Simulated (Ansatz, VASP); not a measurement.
**Two plane-wave programs on BaTe**

File INCAR:

```
PREC = Accurate
ENCUT = 520
EDIFF = 1E-6
ISMEAR = 0
SIGMA = 0.05
LREAL = False
LASPH = True
NELM = 100
ALGO = Normal
ISIF = 2
LWAVE = False
LCHARG = False
GGA = PS
NBANDS = 15
```

File KPOINTS:

```
regular mesh
0
Gamma
  6 6 6
```

File POSCAR:

```
BaTe
1.0
    0.0000000000      3.4242738927      3.4242738927
    3.4242738927      0.0000000000      3.4242738927
    3.4242738927      3.4242738927      0.0000000000
Ba Te
1 1
Direct
    0.5000000000      0.5000000000      0.5000000000
    0.0000000000      0.0000000000      0.0000000000
```

Input for Ansatz:

```yaml
crystal:
  lattice:
    - [0.0, 3.4242738927, 3.4242738927]
    - [3.4242738927, 0.0, 3.4242738927]
    - [3.4242738927, 3.4242738927, 0.0]
  atoms:
    - { symbol: Ba, position: [0.5, 0.5, 0.5] }
    - { symbol: Te, position: [0.0, 0.0, 0.0] }
basis:
  ecutwfc: 420
  ecutrho_ratio: 4
kpoints:
  mp_grid: { grid: [6, 6, 6] }
hamiltonian:
  xc: pbesol
scf:
  occupations: { method: gaussian, width: 0.05 }
output:
  forces: true
  stress: true
  eigenvalues: true
```

Alike in both runs: task single point; functional PBEsol; k mesh 6 × 6 × 6; occupations gaussian, width 0.05 eV; no spin polarisation.

|  | VASP | Ansatz |
| --- | --- | --- |
| version | VASP 6.6.1 | Ansatz 0.2.0 |
| potentials or method | VASP PAW PBE potentials, release 64 (Ba_sv, Te), cutoff 520 eV | scalar-relativistic, plane waves, PAW |
| valence electrons in the cell | 16 | 26 |

Ansatz gave:

```
gap on the k mesh at the Fermi level (eV) : 1.37
least direct gap on the mesh (eV)         : 1.72
pressure (GPa)                            : 1.4
```

Task: Which values does VASP return?

Result: gap on the k mesh at the Fermi level (eV): 1.27; least direct gap on the mesh (eV): 1.66; pressure (GPa): 1.9.

VASP's potentials were made for PBE, not for PBEsol. With one functional, cell and mesh, what is left measures potentials, basis and numerics. VASP's potentials hold 16 valence electrons a cell and Ansatz's 26, so a difference there can come from the potentials and not from the codes.

Neither program's run includes spin-orbit coupling.
